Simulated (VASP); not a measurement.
# Sb (I4/mmm) in VASP: settings compared

Aim: see how the results for Sb move with the level of theory and the settings. Levels: PBE, PBE+D3(BJ). Tasks: single point, relaxation of cell and atoms.

Program: VASP 6.6.1. These are calculated values, not measurements. Logs are shortened: lines on timing, memory, paths and dates and some standing lists are left out, and cuts for length are marked.

## 1. The cell of the first run

The structure is tetragonal, space group I4/mmm (No. 139). The conventional cell has a = 3.223 Å, b = 3.223 Å, c = 5.315 Å, α = 90.00°, β = 90.00°, γ = 90.00°. Within 4.2 Å of Sb (site symmetry 4/mmm) lie 12 Sb at 3.22 to 3.50 Å.

## 2. Single point, PBE

File INCAR:

```
  PREC = Accurate
  ENCUT = 520
  EDIFF = 1E-7
  ISMEAR = -1
  SIGMA = 0.05
  LREAL = F
  LASPH = T
  NELM = 80
  ALGO = Normal
  ISIF = 2
  LWAVE = F
  LCHARG = T
  GGA = PE
  LELF = T
  LVHAR = T
  NBANDS = 8
```

File KPOINTS:

```
Automatic mesh
0
Gamma
  12 12 12
```

File POSCAR:

```
Sb
1.0
   -1.6115388221      1.6115388221      2.6572946524
    1.6115388221     -1.6115388221      2.6572946524
    1.6115388221      1.6115388221     -2.6572946524
Sb
1
Direct
    0.0000000000      0.0000000000      0.0000000000
```

Potentials or basis: VASP PAW PBE potentials, release 64 (Sb).

Launch:

```sh
$ cat potpaw_PBE.64/Sb/POTCAR > POTCAR
$ mpirun -np 1 vasp_std > vasp.out
```

OUTCAR:

```text
PREC = Accurate
   ENCUT = 520
   EDIFF = 1E-7
   ISMEAR = -1
   LREAL = F
   LASPH = T
   NELM = 80
   ISIF = 2
   GGA = PE

 ion  position               nearest neighbor table
   1  0.000  0.000  0.000-

  LATTYP: Found a body centered tetragonal cell.
 ALAT       =     3.2230776442
 C/A-ratio  =     1.6489175538

  Lattice vectors:

 A1 = (  -1.6115388221,   1.6115388221,   2.6572946524)
 A2 = (   1.6115388221,  -1.6115388221,   2.6572946524)
 A3 = (   1.6115388221,   1.6115388221,  -2.6572946524)

Analysis of symmetry for initial positions (statically):
=====================================================================
 Subroutine PRICEL returns:
 Original cell was already a primitive cell.

 Routine SETGRP: Setting up the symmetry group for a
 body centered tetragonal supercell.

 Subroutine GETGRP returns: Found 16 space group operations
 (whereof 16 operations were pure point group operations)
 out of a pool of 16 trial point group operations.

The static configuration has the point symmetry D_4h.

Analysis of symmetry for dynamics (positions and initial velocities):
=====================================================================
 Subroutine PRICEL returns:
 Original cell was already a primitive cell.

 Routine SETGRP: Setting up the symmetry group for a
 body centered tetragonal supercell.

 Subroutine GETGRP returns: Found 16 space group operations
 (whereof 16 operations were pure point group operations)
 out of a pool of 16 trial point group operations.

The dynamic configuration has the point symmetry D_4h.

 Subroutine INISYM returns: Found 16 space group operations
 (whereof 16 operations are pure point group operations),
 and found     1 'primitive' translations

----------------------------------------------------------------------------------------

                                     Primitive cell

  volume of cell :      27.6046

  direct lattice vectors                    reciprocal lattice vectors
    -1.611538822  1.611538822  2.657294652     0.000000000  0.310262460  0.188161294
     1.611538822 -1.611538822  2.657294652     0.310262460  0.000000000  0.188161294
     1.611538822  1.611538822 -2.657294652     0.310262460  0.310262460  0.000000000

  length of vectors
     3.500761291  3.500761291  3.500761291     0.362860120  0.362860120  0.438777379

  position of ions in fractional coordinates (direct lattice)
     0.000000000  0.000000000  0.000000000

  ion indices of the primitive-cell ions
   primitive index   ion index
                 1           1

----------------------------------------------------------------------------------------

 KPOINTS: Automatic mesh

Automatic generation of k-mesh.
 Grid dimensions read from file:
 generate k-points for:   12   12   12

 Generating k-lattice:

  Cartesian coordinates                     Fractional coordinates (reciprocal lattice)
     0.000000000  0.025855205  0.015680108     0.083333333  0.000000000  0.000000000
     0.025855205  0.000000000  0.015680108     0.000000000  0.083333333  0.000000000
     0.025855205  0.025855205  0.000000000     0.000000000  0.000000000  0.083333333

  Length of vectors
     0.030238343  0.030238343  0.036564782

  Shift w.r.t. Gamma in fractional coordinates (k-lattice)
     0.000000000  0.000000000  0.000000000

 Subroutine IBZKPT returns following result:
 ===========================================

 Found    163 irreducible k-points:

 Following reciprocal coordinates:
            Coordinates               Weight
  0.000000  0.000000  0.000000      1.000000
  0.083333 -0.000000  0.000000      8.000000
  0.166667  0.000000  0.000000      8.000000
  0.250000 -0.000000  0.000000      8.000000
  0.333333 -0.000000  0.000000      8.000000
  0.416667 -0.000000  0.000000      8.000000
[... 16 lines left out ...]
  0.500000  0.166667  0.000000     16.000000
 -0.416667  0.166667 -0.000000     16.000000
 [... further k-points ...]
   k-points           NKPTS =    163   k-points in BZ     NKDIM =    163   number of bands    NBANDS=      8
   number of dos      NEDOS =    301   number of ions     NIONS =      1
   total plane-waves  NPLWV =  21952
   dimension x,y,z NGX =    28 NGY =   28 NGZ =   28
   dimension x,y,z NGXF=    56 NGYF=   56 NGZF=   56
   ions per type =               1
   NGX,Y,Z   is equivalent  to a cutoff of  13.30, 13.30, 13.30 a.u.
   NGXF,Y,Z  is equivalent  to a cutoff of  26.59, 26.59, 26.59 a.u.
 SYSTEM =  unknown system
   PREC   = accura    normal or accurate (medium, high low for compatibility)
   ISTART =      0    job   : 0-new  1-cont  2-samecut
   ICHARG =      2    charge: 1-file 2-atom 10-const
   ISPIN  =      1    spin polarized calculation?
   LNONCOLLINEAR =      F non collinear calculations
   LSORBIT =      F    spin-orbit coupling
   LASPH  =      T    aspherical Exc in radial PAW
   ENCUT  =  520.0 eV  38.22 Ry    6.18 a.u.   6.51  6.51  6.51*2*pi/ulx,y,z
   NELM   =     80;   NELMIN=  2; NELMDL= -5     # of ELM steps
   EDIFF  = 0.1E-06   stopping-criterion for ELM
   LREAL  =      F    real-space projection
   EDIFFG = 0.1E-05   stopping-criterion for IOM
   NSW    =      0    number of steps for IOM
   IBRION =     -1    ionic relax: 0-MD 1-quasi-New 2-CG
   NFREE  =      0    steps in history (QN), initial steepest desc. (CG)
   ISIF   =      2    stress and relaxation
   ISYM   =      2    0-nonsym 1-usesym 2-fastsym
   POTIM  = 0.5000    time-step for ionic-motion
   TEBEG  =    0.0;   TEEND  =   0.0 temperature during run
   PSTRESS=    0.0 pullay stress
   NELECT =       5.0000    total number of electrons
   NUPDOWN=      -1.0000    fix difference up-down
   EMIN   =  10.00;   EMAX   =-10.00  energy-range for DOS
   EFERMI =   0.00;   METHOD = LEGACY
   ISMEAR =    -1;   SIGMA  =   0.05  broadening in eV -4-tet -1-fermi 0-gaus
   EFERMI_NEDOS =   21; number of points for ismear=-14 and -15
   IALGO  =     38    algorithm
   IMIX   =      4    mixing-type and parameters
     AMIX     =   0.40;   BMIX     =  1.00
     AMIX_MAG =   1.60;   BMIX_MAG =  1.00
  volume/ion in A,a.u.               =      27.60       186.28
  Fermi-wavevector in a.u.,A,eV,Ry     =   0.926270  1.750397 11.673482  0.857977
  Thomas-Fermi vector in A             =   2.052215
   LORBIT       =      0    0 simple, 1 ext, 2 COOP (PROOUT), +10 PAW based schemes
   GGA     = PE    functional components
   LHFCALC =     F    Hartree Fock is set to
   AEXX    =    0.0000 exact exchange contribution
   IVDW    =     0    specifies the selected vdW correction
   LEPSILON=     F    determine dielectric tensor
   LRPA    =     F    only Hartree local field effects (RPA)
 non-spin polarized calculation
  energy-cutoff  :      520.00
  volume of cell :       27.60
 maximum number of plane-waves:       762
 NGX is ok and might be reduce to    28
   NGX = 13   NGY = 13   NGZ = 13

 number of electron       5.0000000 magnetization

 Free energy of the ion-electron system (eV)
  ---------------------------------------------------
  ext. energy  EPLUGINS =         0.00000000
  ---------------------------------------------------
  free energy    TOTEN  =        -3.84814620 eV

  energy without entropy =       -3.84436814  energy(sigma->0) =       -3.84625717

 E-fermi :   8.2193     XC(G=0): -10.1176

 val. band max:        8.1287386155   @ k =  -0.2500   0.0833  -0.0000
 cond. band min:       8.2494324039   @ k =  -0.3333  -0.4167   0.0833
 fundamental gap:      0.1206937884
 Fermi energy:         8.2193073889

 k-point     1 :       0.0000    0.0000    0.0000
  band No.  band energies     occupation
      1      -4.5423      2.00000
      2      12.9959      0.00000
      3      13.4228      0.00000
      4      13.4228      0.00000
      5      17.5733      0.00000
      6      18.6333      0.00000
      7      18.6333      0.00000
      8      18.6968      0.00000

 k-point     2 :       0.0833   -0.0000    0.0000
  band No.  band energies     occupation
      1      -4.4069      2.00000
      2      12.1098      0.00000
      3      12.8244      0.00000
      4      13.3679      0.00000
      5      17.2918      0.00000
      6      17.9800      0.00000
      7      18.8665      0.00000
      8      19.0729      0.00000

 k-point     3 :       0.1667    0.0000    0.0000
  band No.  band energies     occupation
      1      -4.0032      2.00000
      2       9.8343      0.00000
      3      12.1401      0.00000
      4      13.2441      0.00000
      5      16.4225      0.00000
      6      17.7185      0.00000
      7      19.4642      0.00000
      8      19.6924      0.00000

 k-point     4 :       0.2500   -0.0000    0.0000
  band No.  band energies     occupation
      1      -3.3413      2.00000
      2       7.4313      2.00000
      3      11.4249      0.00000
      4      13.1248      0.00000
      5      15.7011      0.00000
      6      17.4387      0.00000
      7      19.8133      0.00000
      8      20.7526      0.00000

 k-point     5 :       0.3333   -0.0000    0.0000
  band No.  band energies     occupation
      1      -2.4531      2.00000
      2       5.2198      2.00000
      3      10.8355      0.00000
      4      13.0522      0.00000
      5      15.1689      0.00000
      6      17.4075      0.00000
      7      19.2340      0.00000
      8      19.8279      0.00000
[... 177 lines left out ...]
 k-point    22 :       0.4167    0.1667    0.0000
  band No.  band energies     occupation
      1      -0.5863      2.00000
      2       3.2814      2.00000
      3       9.0349      0.00000
      4      10.3803      0.00000
      5      14.9002      0.00000
      6      16.9073      0.00000
      7      20.2370      0.00000
      8      22.1510      0.00000

 k-point    23 :       0.5000    0.1667    0.0000
  band No.  band energies     occupation
      1      -0.6121      2.00000
      2       3.3080      2.00000
      3       9.2923      0.00000
      4      10.4115      0.00000
      5      14.6428      0.00000
      6      16.8960      0.00000
      7      20.0827      0.00000
      8      21.2390      0.00000

 k-point    24 :      -0.4167    0.1667   -0.0000
  band No.  band energies     occupation
      1      -1.4998      2.00000
      2       4.7214      2.00000
      3       9.6387      0.00000
      4      10.6641      0.00000
      5      14.7498      0.00000
      6      17.0181      0.00000
      7      18.6877      0.00000
      8      21.4309      0.00000

 [... further k-points ...]
[... 5 lines left out ...]
  --------------------------------------------------------------------------------------
  -------------------------------------------------------------------------------------
  Total       -0.0149396     -0.0149396     -0.0293401      0.0000000      0.0000000      0.0000000
  in kB       -0.8670968     -0.8670968     -1.7029096      0.0000000      0.0000000      0.0000000
  external PRESSURE =      -1.1457011 kB  Pullay stress =       0.0000000 kB

 VOLUME and BASIS-vectors are now :
 -----------------------------------------------------------------------------
  energy-cutoff  :      520.00
  volume of cell :       27.60
      direct lattice vectors                 reciprocal lattice vectors
    -1.611538822  1.611538822  2.657294652     0.000000000  0.310262460  0.188161294
     1.611538822 -1.611538822  2.657294652     0.310262460  0.000000000  0.188161294
     1.611538822  1.611538822 -2.657294652     0.310262460  0.310262460  0.000000000

 POSITION                                       TOTAL-FORCE (eV/Angst)
 -----------------------------------------------------------------------------------
      0.00000      0.00000      0.00000        -0.000000      0.000000     -0.000000
 -----------------------------------------------------------------------------------
    total drift:                               -0.000000      0.000000      0.000000

  FREE ENERGIE OF THE ION-ELECTRON SYSTEM (eV)
  ---------------------------------------------------
  free  energy   TOTEN  =        -3.8481461997 eV

  energy  without entropy=       -3.8443681427  energy(sigma->0) =       -3.84625717
```

Run time: 43 s. Hardware: 1 thread of Intel Xeon 8259CL, shared host; peak memory 0.18 GiB.

Results:

```
Free energy            : -3.8481 eV
Pressure               : -0.1 GPa
Band gap on the k mesh : zero (an odd number of electrons rules out a gap without spin polarisation)
```

Stress tensor (GPa, compression positive):
```
-0.09  0.00  0.00
 0.00 -0.09  0.00
 0.00  0.00 -0.17
```

Levels at points of the mesh, in eV from the Fermi level:
```tsv
k point	band 1	band 2	band 3	band 4	band 5	band 6	band 7
(0.00, 0.00, 0.00)	-12.76	4.78	5.20	5.20	9.35	10.41	10.41
(0.50, 0.00, 0.00)	-9.10	-5.66	2.11	4.80	6.52	9.68	10.18
(0.50, 0.50, 0.00)	-6.91	-4.40	-0.74	0.49	3.58	4.36	16.14
(0.50, 0.50, 0.50)	-8.87	-5.42	1.68	1.68	5.56	5.57	17.83
```

Caveat: spin-orbit coupling is left out, which moves the levels of the heavy elements.

## 3. Relaxation of cell and atoms, PBE

This run uses another cell than the first one, of 26.96 Å³/atom.

File INCAR:

```
ALGO = Normal
EDIFF = 1E-7
EDIFFG = -0.01
ENCUT = 600
GGA = PE
IBRION = 2
ISIF = 3
ISMEAR = -1
LASPH = True
LCHARG = False
LREAL = False
LWAVE = False
NELM = 100
NSW = 60
PREC = Accurate
SIGMA = 0.05
```

File KPOINTS:

```
k-points
0
Gamma
  12 12 12
```

File POSCAR:

```
Sb
1.0
   -1.5765401831      1.5765401831      2.7119384313
    1.5765401831     -1.5765401831      2.7119384313
    1.5765401831      1.5765401831     -2.7119384313
Sb
1
Direct
    0.0000000000      0.0000000000      0.0000000000
```

Potentials or basis: VASP PAW PBE potentials, release 64 (Sb).

Launch:

```sh
$ cat potpaw_PBE.64/Sb/POTCAR > POTCAR
$ mpirun -np 1 vasp_std > vasp.out
```

Run time: 2.2 min. Hardware: 1 thread of Intel Xeon 8259CL, shared host; peak memory 0.18 GiB.

The run converged. Its results:

```
Free energy                           : -3.8482 eV
Relaxed volume                        : 27.53 Å³/atom
Relaxed cell                          : a = 3.496 Å, b = 3.496 Å, c = 3.496 Å, α = 125.11°, β = 125.11°, γ = 81.35°
Space group after relaxing (to 0.1 Å) : I4/mmm (No. 139)
Energy gained by relaxing             : 6.0 meV/atom
Ionic steps                           : 8
Pressure after relaxing               : 0.0 GPa
Band gap on the k mesh                : zero (an odd number of electrons rules out a gap without spin polarisation)
```

The path:
```csv
step,energy change (eV),largest force (eV/Å),pressure (GPa),volume (Å³)
1,0.0000,0.0000,1.67,26.96
2,-0.0028,0.0000,-0.86,28.07
3,-0.0038,0.0000,-0.04,27.68
4,-0.0040,0.0000,-0.05,27.67
5,-0.0048,0.0000,-0.05,27.63
6,-0.0059,0.0000,0.02,27.54
7,-0.0059,0.0000,0.05,27.52
8,-0.0060,0.0000,0.03,27.53
```

Final structure:
```yaml
crystal:
  lattice:
    - [-1.61122, 1.61122, 2.65136]
    - [1.61122, -1.61122, 2.65136]
    - [1.61122, 1.61122, -2.65136]
  atoms:
    - { symbol: Sb, position: [0.00000, 0.00000, 0.00000] }
```

Levels at points of the mesh, in eV from the Fermi level:
```tsv
k point	band 1	band 2	band 3	band 4	band 5	band 6
(0.00, 0.00, 0.00)	-12.78	4.81	5.22	5.22	9.37	10.41
(0.50, 0.00, 0.00)	-9.11	-5.68	2.13	4.80	6.55	9.68
(0.50, 0.50, 0.00)	-6.91	-4.42	-0.73	0.48	3.58	4.36
(0.50, 0.50, 0.50)	-8.86	-5.43	1.66	1.66	5.55	5.56
```

Caveat: spin-orbit coupling is left out, which moves the levels of the heavy elements.

## 4. Relaxation of cell and atoms, PBE+D3(BJ)

This run uses another cell than the first one, of 26.96 Å³/atom.

File INCAR:

```
PREC = Accurate
ENCUT = 600
EDIFF = 1E-6
ISMEAR = -1
SIGMA = 0.05
LREAL = False
LASPH = True
NELM = 80
ALGO = Normal
ISIF = 3
LWAVE = False
LCHARG = False
GGA = PE
IVDW = 12
IBRION = 2
NSW = 60
EDIFFG = -0.01
```

File KPOINTS:

```
regular mesh
0
Gamma
  12 12 12
```

POSCAR is that of step 3.

Launch:

```sh
$ cat potpaw_PBE.64/Sb/POTCAR > POTCAR
$ mpirun -np 1 vasp_std > vasp.out
```

Wall time 2.3 min (1 thread of Intel Xeon 8259CL, shared host); peak memory 0.2 GiB.

It converged, with:

```
Free energy                           : -4.3744 eV
Relaxed volume                        : 26.24 Å³/atom
Relaxed cell                          : a = 3.436 Å, b = 3.436 Å, c = 3.436 Å, α = 124.92°, β = 124.92°, γ = 81.67°
Space group after relaxing (to 0.1 Å) : I4/mmm (No. 139)
Energy gained by relaxing             : 7.1 meV/atom
Ionic steps                           : 9
Pressure after relaxing               : 0.0 GPa
Band gap on the k mesh                : zero (an odd number of electrons rules out a gap without spin polarisation)
Dispersion energy per atom            : -0.539 eV
```

Step by step:
```
step  energy change (eV)  largest force (eV/Å)  pressure (GPa)  volume (Å³)
   1              0.0000                0.0000           -1.41        26.96
   2             -0.0026                0.0000            0.80        26.05
   3             -0.0031                0.0000            0.13        26.31
   4             -0.0042                0.0000            0.15        26.27
   5             -0.0067                0.0000            0.34        26.13
   6              0.0012                0.0000            0.93        25.81
   7             -0.0069                0.0000            0.40        26.09
   8             -0.0066                0.0000           -0.62        26.48
   9             -0.0071                0.0000            0.00        26.24
```

Final structure:
```yaml
crystal:
  lattice:
    - [-1.58854, 1.58854, 2.59934]
    - [1.58854, -1.58854, 2.59934]
    - [1.58854, 1.58854, -2.59934]
  atoms:
    - { symbol: Sb, position: [0.00000, 0.00000, 0.00000] }
```

Levels at points of the mesh, in eV from the Fermi level:
| k point | band 1 | band 2 | band 3 | band 4 | band 5 | band 6 |
| --- | --- | --- | --- | --- | --- | --- |
| (0.00, 0.00, 0.00) | -13.15 | 5.22 | 5.57 | 5.57 | 9.55 | 10.47 |
| (0.50, 0.00, 0.00) | -9.21 | -5.98 | 2.34 | 5.07 | 6.75 | 9.90 |
| (0.50, 0.50, 0.00) | -6.84 | -4.67 | -0.71 | 0.49 | 3.61 | 4.33 |
| (0.50, 0.50, 0.50) | -8.87 | -5.70 | 1.69 | 1.69 | 5.54 | 5.63 |

Caveat: spin-orbit coupling is left out, which moves the levels of the heavy elements.

## 5. Summary

```tsv
task	level	cell	cutoff (eV)	gap on the mesh (eV)	pressure (GPa)	relaxed volume (Å³/atom)
single point	PBE	a = 3.501 Å, angles 125.2, 125.2, 81.2°, 1 atom	520	none	-0.1	-
relaxation of cell and atoms	PBE	relaxed from a = 3.511 Å, angles 126.6, 126.6, 78.8°, 1 atom	600	none	0.0	27.53
relaxation of cell and atoms	PBE+D3(BJ)	relaxed from a = 3.511 Å, angles 126.6, 126.6, 78.8°, 1 atom	600	none	0.0	26.24
```

Alike in all rows: potentials or basis VASP PAW PBE potentials, release 64 (Sb); no spin polarisation; k mesh 12 × 12 × 12; smearing fermi-dirac 0.05 eV.

Caveats: spin-orbit coupling is left out, which moves the levels of the heavy elements.

Total energies depend on the potentials used, so only differences within one code and one set of settings carry meaning.
